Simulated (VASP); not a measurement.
# ZrB (Immm) in VASP: relaxation of cell and atoms with PBE

Aim: the relaxation of cell and atoms of ZrB with PBE.

All numbers are computed with VASP 6.6.1; they aren't measurements. Logs are shortened: lines on timing, memory, paths and dates and some standing lists are left out, and cuts for length are marked.

## (1) The cell of the first run

The structure is orthorhombic, space group Immm (No. 71). Conventional cell: a = 3.211 Å, b = 3.853 Å, c = 3.874 Å, α = 90.00°, β = 90.00°, γ = 90.00°. Zr (site symmetry mmm) has 6 B at 1.93 to 2.52 Å within 2.6 Å. B (site symmetry mmm) has 6 Zr at 1.93 to 2.52 Å within 2.6 Å.

## (2) Relaxation of cell and atoms, PBE

INCAR

```
  PREC = Accurate
  ENCUT = 600
  EDIFF = 1E-6
  ISMEAR = 0
  SIGMA = 0.1
  LREAL = False
  LASPH = True
  NELM = 80
  ALGO = Normal
  ISIF = 3
  LWAVE = False
  LCHARG = False
  GGA = PE
  IBRION = 2
  NSW = 90
  EDIFFG = -0.04
```

KPOINTS

```
Automatic mesh
0
Gamma
  8 8 8
```

POSCAR

```
ZrB
1.0
   -1.6055490900      1.9265368400      1.9371758500
    1.6055490900     -1.9265368400      1.9371758500
    1.6055490900      1.9265368400     -1.9371758500
Zr B
1 1
Direct
    0.5000000000      0.0000000000      0.5000000000
    0.0000000000      0.0000000000      0.0000000000
```

Potentials or basis: VASP PAW PBE potentials, release 64 (Zr_sv, B).

Run with:

```bash
> cat potpaw_PBE.64/Zr_sv/POTCAR potpaw_PBE.64/B/POTCAR > POTCAR
> mpirun -np 1 vasp_std > vasp.out
```

OUTCAR:

```text
PREC = Accurate
   ENCUT = 600
   EDIFF = 1E-6
   ISMEAR = 0
   LREAL = False
   LASPH = True
   NELM = 80
   ISIF = 3
   GGA = PE
   IBRION = 2
   NSW = 90
   EDIFFG = -0.04

 ion  position               nearest neighbor table
   1  0.500  0.000  0.500-   2 1.93   2 1.93   2 2.52   2 2.52   2 2.52   2 2.52
   2  0.000  0.000  0.000-   1 1.93   1 1.93   1 2.52   1 2.52   1 2.52   1 2.52

  LATTYP: Found a body centered orthorhombic cell.
 ALAT       =     3.2110981800
 B/A-ratio  =     1.1999239712
 C/A-ratio  =     1.2065503709

  Lattice vectors:

 A1 = (  -1.6055490900,   1.9265368400,   1.9371758500)
 A2 = (   1.6055490900,  -1.9265368400,   1.9371758500)
 A3 = (   1.6055490900,   1.9265368400,  -1.9371758500)

Analysis of symmetry for initial positions (statically):
=====================================================================
 Subroutine PRICEL returns:
 Original cell was already a primitive cell.

 Routine SETGRP: Setting up the symmetry group for a
 body centered orthorhombic supercell.

 Subroutine GETGRP returns: Found  8 space group operations
 (whereof  8 operations were pure point group operations)
 out of a pool of  8 trial point group operations.

The static configuration has the point symmetry D_2h.

Analysis of symmetry for dynamics (positions and initial velocities):
=====================================================================
 Subroutine PRICEL returns:
 Original cell was already a primitive cell.

 Routine SETGRP: Setting up the symmetry group for a
 body centered orthorhombic supercell.

 Subroutine GETGRP returns: Found  8 space group operations
 (whereof  8 operations were pure point group operations)
 out of a pool of  8 trial point group operations.

The dynamic configuration has the point symmetry D_2h.

 Subroutine INISYM returns: Found  8 space group operations
 (whereof  8 operations are pure point group operations),
 and found     1 'primitive' translations

----------------------------------------------------------------------------------------

                                     Primitive cell

  volume of cell :      23.9679

  direct lattice vectors                    reciprocal lattice vectors
    -1.605549090  1.926536840  1.937175850     0.000000000  0.259533059  0.258107698
     1.605549090 -1.926536840  1.937175850     0.311419939  0.000000000  0.258107698
     1.605549090  1.926536840 -1.937175850     0.311419939  0.259533059  0.000000000

  length of vectors
     3.168908700  3.168908700  3.168908700     0.366028678  0.404477394  0.405388440

  position of ions in fractional coordinates (direct lattice)
     0.500000000  0.000000000  0.500000000
     0.000000000  0.000000000  0.000000000

  ion indices of the primitive-cell ions
   primitive index   ion index
[... 82 lines left out ...]
   POTIM  = 0.5000    time-step for ionic-motion
   TEBEG  =    0.0;   TEEND  =   0.0 temperature during run
   PSTRESS=    0.0 pullay stress
   NELECT =      15.0000    total number of electrons
   NUPDOWN=      -1.0000    fix difference up-down
   EMIN   =  10.00;   EMAX   =-10.00  energy-range for DOS
   EFERMI =   0.00;   METHOD = LEGACY
   ISMEAR =     0;   SIGMA  =   0.10  broadening in eV -4-tet -1-fermi 0-gaus
   EFERMI_NEDOS =   21; number of points for ismear=-14 and -15
   IALGO  =     38    algorithm
   IMIX   =      4    mixing-type and parameters
     AMIX     =   0.40;   BMIX     =  1.00
     AMIX_MAG =   1.60;   BMIX_MAG =  1.00
  volume/ion in A,a.u.               =      11.98        80.87
  Fermi-wavevector in a.u.,A,eV,Ry     =   1.400324  2.646229 26.679772  1.960908
  Thomas-Fermi vector in A             =   2.523296
   LORBIT       =      0    0 simple, 1 ext, 2 COOP (PROOUT), +10 PAW based schemes
   GGA     = PE    functional components
   LHFCALC =     F    Hartree Fock is set to
   AEXX    =    0.0000 exact exchange contribution
   IVDW    =     0    specifies the selected vdW correction
   LEPSILON=     F    determine dielectric tensor
   LRPA    =     F    only Hartree local field effects (RPA)
 conjugate gradient relaxation of ions
 non-spin polarized calculation
 Gauss-broadening in eV      SIGMA  =   0.10
  energy-cutoff  :      600.00
  volume of cell :       23.97
 maximum number of plane-waves:       813
 NGX is ok and might be reduce to    28
   NGX = 13   NGY = 13   NGZ = 13

--------------------------------------- Ionic step        1  -------------------------------------------

 number of electron      15.0000000 magnetization

 Free energy of the ion-electron system (eV)
  ---------------------------------------------------
  ext. energy  EPLUGINS =         0.00000000
  ---------------------------------------------------
  free energy    TOTEN  =       -13.48977095 eV

  energy without entropy =      -13.48378035  energy(sigma->0) =      -13.48677565

 E-fermi :  10.4108     XC(G=0): -12.3516

 val. band max:       10.3957316252   @ k =  -0.2500  -0.1250   0.1250
 cond. band min:      10.4154605884   @ k =  -0.2500   0.3750   0.2500
 fundamental gap:      0.0197289632
 Fermi energy:        10.4107529750

 k-point     1 :       0.0000    0.0000    0.0000
  band No.  band energies     occupation
      1     -37.2557      2.00000
      2     -15.5543      2.00000
      3     -14.8080      2.00000
      4     -14.7568      2.00000
      5       1.3023      2.00000
      6       9.9337      2.00000
      7      11.6634      0.00000
      8      11.9682      0.00000
      9      12.1268      0.00000
     10      12.3314      0.00000
     11      13.4624      0.00000
[... 423 lines left out ...]
  FREE ENERGIE OF THE ION-ELECTRON SYSTEM (eV)
  ---------------------------------------------------
  free  energy   TOTEN  =       -15.7608765015 eV

  energy  without entropy=      -15.7508855690  energy(sigma->0) =      -15.75588104

[... ionic steps 4 to 9 ...]

--------------------------------------- Ionic step       10  -------------------------------------------

 number of electron      15.0000000 magnetization

------------------------ aborting loop because EDIFF is reached ----------------------------------------
[... 67 lines left out ...]
--------------------------------------- Ionic step       12  -------------------------------------------

 number of electron      15.0000000 magnetization

 Free energy of the ion-electron system (eV)
  ---------------------------------------------------
  ext. energy  EPLUGINS =         0.00000000
  ---------------------------------------------------
  free energy    TOTEN  =       -15.99809012 eV

  energy without entropy =      -15.99112672  energy(sigma->0) =      -15.99460842

 E-fermi :   7.4671     XC(G=0): -11.4677

 val. band max:        7.4511323746   @ k =   0.5000  -0.2500   0.2500
 cond. band min:       7.4820705614   @ k =  -0.1250   0.2500   0.1250
 fundamental gap:      0.0309381868
 Fermi energy:         7.4671242034

 k-point     1 :       0.0000    0.0000    0.0000
  band No.  band energies     occupation
      1     -40.0530      2.00000
      2     -17.8840      2.00000
      3     -17.8790      2.00000
      4     -17.8752      2.00000
      5      -0.5938      2.00000
      6       9.1337      0.00000
      7       9.1856      0.00000
      8       9.2225      0.00000
      9      10.5761      0.00000
     10      10.8364      0.00000
     11      10.8943      0.00000
[... 351 lines left out ...]
  FREE ENERGIE OF THE ION-ELECTRON SYSTEM (eV)
  ---------------------------------------------------
  free  energy   TOTEN  =       -15.9980901210 eV

  energy  without entropy=      -15.9911267224  energy(sigma->0) =      -15.99460842

 reached required accuracy - stopping structural energy minimisation
```

OSZICAR:

```text
N       E                     dE             d eps       ncg     rms          rms(c)
DAV:   1     0.114854084228E+03    0.11485E+03   -0.91244E+03  2090   0.150E+03
DAV:   2    -0.865647682096E+01   -0.12351E+03   -0.11852E+03  2297   0.364E+02
[... 110 lines left out ...]
  11 F= -.15997908E+02 E0= -.15994419E+02  d E =-.638051E-02
       N       E                     dE             d eps       ncg     rms          rms(c)
DAV:   1    -0.159989616980E+02   -0.10537E-02   -0.44748E-02  2096   0.224E+00    0.163E-01
DAV:   2    -0.159982998764E+02    0.66182E-03   -0.11321E-03  2411   0.348E-01    0.787E-02
DAV:   3    -0.159980896458E+02    0.21023E-03   -0.50425E-04  2442   0.230E-01    0.151E-02
DAV:   4    -0.159980903152E+02   -0.66940E-06   -0.15172E-05  2366   0.415E-02    0.610E-03
DAV:   5    -0.159980901210E+02    0.19417E-06   -0.50925E-07  1346   0.779E-03
  12 F= -.15998090E+02 E0= -.15994608E+02  d E =-.656260E-02
```

It took 7.4 min on 1 thread of Intel Xeon 6975P-C, shared host; peak memory 0.19 GiB.

Results:

```yaml
Free_energy: -15.9981 eV
Relaxed_volume: 14.76 Å³/atom
Relaxed_cell: a = 3.469 Å, b = 3.469 Å, c = 3.469 Å, α = 120.23°, β = 90.05°, γ = 119.71°
Space_group_after_relaxing_to_0.05_Å: Fm-3m (No. 225)
Energy_gained_by_relaxing: 1254.2 meV/atom
Ionic_steps: 12
Pressure_after_relaxing: 0.0 GPa
```

The path:
| step | energy change (eV) | largest force (eV/Å) | pressure (GPa) | volume (Å³) |
| --- | --- | --- | --- | --- |
| 1 | 0.0000 | 0.0000 | 59.77 | 23.97 |
| 2 | -1.1139 | 0.0000 | -26.00 | 41.11 |
| 3 | -2.2711 | 0.0000 | -10.06 | 31.99 |
| 4 | -2.2746 | 0.0000 | -8.95 | 31.73 |
| 5 | -2.2752 | 0.0000 | -8.22 | 31.57 |
| 6 | -2.4575 | 0.0000 | 3.96 | 28.82 |
| 7 | -2.4608 | 0.0000 | 2.16 | 29.12 |
| 8 | -2.4968 | 0.0000 | 0.57 | 29.42 |
| 9 | -2.5016 | 0.0000 | -0.11 | 29.55 |
| 10 | -2.5018 | 0.0000 | -0.24 | 29.58 |
| 11 | -2.5081 | 0.0000 | 0.01 | 29.52 |
| 12 | -2.5083 | 0.0000 | -0.05 | 29.53 |

Final structure:
```xyz
2
Lattice="-1.7285 2.4517 1.7419 1.7285 -2.4517 1.7419 1.7285 2.4517 -1.7419" Properties=species:S:1:pos:R:3 pbc="T T T"
Zr    0.0000    2.4517    0.0000
B     1.7285    2.4517   -1.7419
```

Levels at points of the mesh, in eV from the Fermi level:
```tsv
k point	band 5	band 6	band 7	band 8	band 9	band 10	band 11
(0.00, 0.00, 0.00)	-8.06	1.67	1.72	1.76	3.11	3.37	3.43
(0.50, 0.00, 0.00)	-4.23	-3.83	-1.18	-1.13	4.73	4.79	6.02
(0.00, 0.50, 0.00)	-6.12	-0.82	-0.80	2.02	2.02	4.51	5.68
(0.50, 0.50, 0.00)	-4.19	-3.82	-1.23	-1.17	4.76	4.81	6.06
(0.50, 0.50, 0.50)	-6.12	-0.81	-0.80	1.97	2.06	4.51	5.68
```

Caveat: the volume moved by over 15 % at a fixed basis, so the end points are rough.
